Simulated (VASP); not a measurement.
Wanted: the native input for a VASP 6.6.1 run.

* Task: relaxation of cell and atoms
* Functional: PBE-based screened hybrid with 25 % exact exchange
* Potentials or basis: VASP PAW PBE potentials, release 64 (Ru_pv, Al)
* Cutoff: 600 eV
* k mesh: 5 × 5 × 5
* Occupations: fermi-dirac, width 0.05 eV
* Spin: no spin polarisation
* Dipole correction: no
* Grid for exact exchange (PRECFOCK): Normal
* Share of exact exchange: 0.25
* Further INCAR settings: ALGO = Normal; EDIFF = 1e-06; IBRION = 2; EDIFFG = -0.01; NSW = 60; ISIF = 3
* Screening parameter: 0.3 1/Å

The system is AlRu.

```
Ru Al
1.0
     2.99160    0.00000    0.00000
     0.00000    2.99160    0.00000
     0.00000    0.00000    2.99160
Ru Al
1 1
Direct
  0.50000 0.50000 0.50000
  0.00000 0.00000 0.00000
```

These files were run (other wordings do the same):

POSCAR

```
AlRu
1.0
    2.9916000000      0.0000000000      0.0000000000
    0.0000000000      2.9916000000      0.0000000000
    0.0000000000      0.0000000000      2.9916000000
Ru Al
1 1
Direct
    0.5000000000      0.5000000000      0.5000000000
    0.0000000000      0.0000000000      0.0000000000
```

INCAR.step1

```
SYSTEM = AlRu
ALGO = Normal ; EDIFF = 1E-5
ENCUT = 600 ; GGA = PE
ISMEAR = -1 ; LASPH = .TRUE.
LCHARG = .FALSE. ; LREAL = .FALSE.
LWAVE = .TRUE. ; NBANDS = 16
NELM = 80 ; PREC = Accurate
SIGMA = 0.05
```

INCAR.step2

```
SYSTEM = AlRu
AEXX = 0.25 ; ALGO = Normal
EDIFF = 1E-6 ; EDIFFG = -0.01
ENCUT = 600 ; GGA = PE
HFSCREEN = 0.3 ; IBRION = 2
ISIF = 3 ; ISMEAR = -1
ISTART = 1 ; LASPH = .TRUE.
LCHARG = .FALSE. ; LHFCALC = .TRUE.
LREAL = .FALSE. ; LWAVE = .FALSE.
NELM = 80 ; NSW = 60
PREC = Accurate ; PRECFOCK = Normal
SIGMA = 0.05
```

KPOINTS

```
k-points
0
G
  5 5 5
  0 0 0
```

Potentials or basis: VASP PAW PBE potentials, release 64 (Ru_pv, Al).

Run with:

```bash
$ cat potpaw_PBE.64/Ru_pv/POTCAR potpaw_PBE.64/Al/POTCAR > POTCAR
$ cp INCAR.step1 INCAR
$ mpirun -np 1 vasp_std > vasp.out
$ cp INCAR.step2 INCAR
$ mpirun -np 1 vasp_std > vasp.out
```

Results of the run:

```json
{
 "Relaxed volume": "13.24 Å³/atom",
 "Relaxed cell": "a = 2.981 Å, b = 2.981 Å, c = 2.981 Å, α = 90.00°, β = 90.00°, γ = 90.00°",
 "Space group after relaxing (to 0.1 Å)": "Pm-3m (No. 221)",
 "Energy gained by relaxing": "1.1 meV/atom",
 "Ionic steps": "3",
 "Pressure after relaxing": "0.1 GPa",
 "Band gap on the k mesh": "zero (an odd number of electrons rules out a gap without spin polarisation)"
}
```

Caveat: the k points lie up to 0.42 Å⁻¹ apart in the final cell, too coarse for converged energies and pressures of a metal; the PAW data sets were made with another functional, which shifts forces and pressure a little.

Wall time 20 min on 1 thread of Intel(R) Xeon(R) Platinum 8375C CPU @ 2.90GHz (Ice Lake), on a shared host, peak memory 0.26 GiB.
